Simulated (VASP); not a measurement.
Runs of VASP 6.6.1 on SnH5. The structure is that of space group P-6m2 (No. 187), or close to it. The cells are those of the table. 

```csv
task,cell,k mesh,cutoff (eV),gap on the mesh (eV),pressure (GPa),relaxed volume (Å³/atom),largest force (eV/Å)
single point,"a = 3.618, b = 3.618, c = 5.353 Å, angles 90.0, 90.0, 120.0°, 6 atoms",6 × 6 × 2,520,none,-0.1,-,0.01
relaxation of cell and atoms,"relaxed from a = 3.618, b = 3.618, c = 5.353 Å, angles 90.0, 90.0, 120.0°, 6 atoms",6 × 6 × 4,600,none,0.3,(b),0.03
single point,"a = 2.626, b = 2.626, c = 13.477 Å, angles 90.0, 90.0, 120.0°, 6 atoms",6 × 6 × 2,520,none,5.9,-,(a)
relaxation of cell and atoms,"relaxed from a = 2.626, b = 2.626, c = 13.477 Å, angles 90.0, 90.0, 120.0°, 6 atoms",6 × 6 × 2,600,none,0.0,9.86,0.03
single point,"a = 3.494, b = 3.494, c = 5.660 Å, angles 90.0, 90.0, 120.0°, 6 atoms",6 × 6 × 4,520,none,-0.2,-,0.02
single point,"a = 3.505, b = 3.505, c = 5.593 Å, angles 90.0, 90.0, 120.0°, 6 atoms",12 × 12 × 8,520,none,-0.2,-,-
```

Alike in all rows: level PBE; potentials or basis VASP PAW PBE potentials, release 64 (Sn_d, H); no spin polarisation; smearing gaussian 0.1 eV.

Question: Fill in the values left out.

Answer: (a) 0.65; (b) 9.85.

Caveats: some runs use coarse meshes; spin-orbit coupling is left out, which moves the levels of the heavy elements; the volume moved by over 15 % at a fixed basis, so the end points are rough (some runs).

A k mesh can miss the band edges, and the runs leave out spin-orbit coupling on Sn.

A gap of «none» marks levels without a gap at the run's occupations.
